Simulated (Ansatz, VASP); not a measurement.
## Si2Ni: VASP beside Ansatz

```xyz
3
Lattice="0.0000 2.7030 2.7030 2.7030 0.0000 2.7030 2.7030 2.7030 0.0000" Properties=species:S:1:pos:R:3 pbc="T T T"
Ni    0.0000    0.0000    0.0000
Si    4.0545    4.0545    4.0545
Si    1.3515    1.3515    1.3515
```

Alike in both runs: functional PBEsol; k mesh 9 × 9 × 9; occupations fermi-dirac, width 0.05 eV; collinear spin; Hubbard terms Ni d U = 4.0 eV.

|  | VASP | Ansatz |
| --- | --- | --- |
| version | VASP 6.6.1 | Ansatz 0.2.0 |
| potentials or method | VASP PAW PBE potentials, release 64 (Ni, Si), cutoff 520 eV | all-electron LAPW, scalar-relativistic |
| task | single point | density of states |

```tsv
	VASP	Ansatz	Ansatz less VASP
gap on the k mesh at the Fermi level (eV)	none	none	-
pressure (GPa)	-4.6	-1.2	+3.47
net moment per atom (μB)	0.00	0.00	0.000
```

VASP's potentials were made for PBE, not for PBEsol. The programs project onto different local orbitals, so the same U acts differently, and such runs can settle in different states. A gap of «none» marks a metal or a gap that the smearing closes. Ansatz ran all-electron here, and VASP with PAW potentials.

Noted on Ansatz's run: the magnetic state may not be the lowest; U is the effective U less J, on atomic orbitals that reach past the spheres.
